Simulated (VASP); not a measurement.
Crystal: Na.

```
Na
1.0
     2.09556   -6.64756    0.00000
     2.09556    6.64756    0.00000
     0.00000    0.00000    5.54596
Na
4
Direct
  0.09800 0.90200 0.91000
  0.59800 0.40200 0.59000
  0.90200 0.09800 0.09000
  0.40200 0.59800 0.41000
```

```yaml
Program: VASP 6.6.1
Task: relaxation of cell and atoms
Functional: PBE
Potentials_or_basis: VASP PAW PBE potentials, release 64 (Na_sv)
Cutoff: 1130 eV
k_mesh: 4 × 4 × 4
Occupations: gaussian, width 0.1 eV
Spin: no spin polarisation
```

At the start: pressure 1.9 GPa; volume 38.63 Å³/atom.

Q: How do energy, volume and symmetry change on relaxing?

A: Over 17 steps the energy falls by 367.5 meV/atom and the volume is 36.93 Å³/atom (-4.4 %); space group Cmce (No. 64, to 0.1 Å) before, Fmmm (No. 69, to 0.1 Å).

Step by step:
```tsv
step	energy change (eV)	largest force (eV/Å)	pressure (GPa)	volume (Å³)
1	0.0000	0.9836	1.87	154.51
2	-0.2759	0.8040	0.95	164.83
3	-0.6264	0.4396	-0.64	198.22
4	-0.6339	0.4108	-0.72	202.25
5	-0.7439	0.4119	-0.78	194.94
6	-1.0640	0.3790	-0.72	174.09
7	-1.3872	0.1110	0.92	136.91
8	-1.3902	0.1573	0.61	140.60
9	-1.3906	0.1388	0.74	139.10
10	-1.4434	0.0398	0.22	146.58
11	-1.4439	0.0518	0.17	147.49
12	-1.4511	0.0217	-0.06	150.68
13	-1.4519	0.0096	-0.18	152.40
14	-1.4580	0.0143	-0.17	151.94
15	-1.4668	0.0429	-0.13	150.28
16	-1.4669	0.0394	-0.14	150.52
17	-1.4699	0.0293	0.03	147.70
```

Final structure:
```cif
data_structure
_symmetry_space_group_name_H-M 'P 1'
_symmetry_Int_Tables_number 1
_cell_length_a 6.6164
_cell_length_b 6.6164
_cell_length_c 6.0113
_cell_angle_alpha 90.000
_cell_angle_beta 90.000
_cell_angle_gamma 145.856
_cell_volume 147.70
loop_
_atom_site_label
_atom_site_type_symbol
_atom_site_fract_x
_atom_site_fract_y
_atom_site_fract_z
_atom_site_occupancy
Na1 Na 0.13242 0.86758 0.99692 1
Na2 Na 0.63242 0.36758 0.50308 1
Na3 Na 0.86758 0.13242 0.00308 1
Na4 Na 0.36758 0.63242 0.49692 1
```

Caveat: the k points lie up to 0.42 Å⁻¹ apart in the final cell, too coarse for converged energies and pressures of a metal.
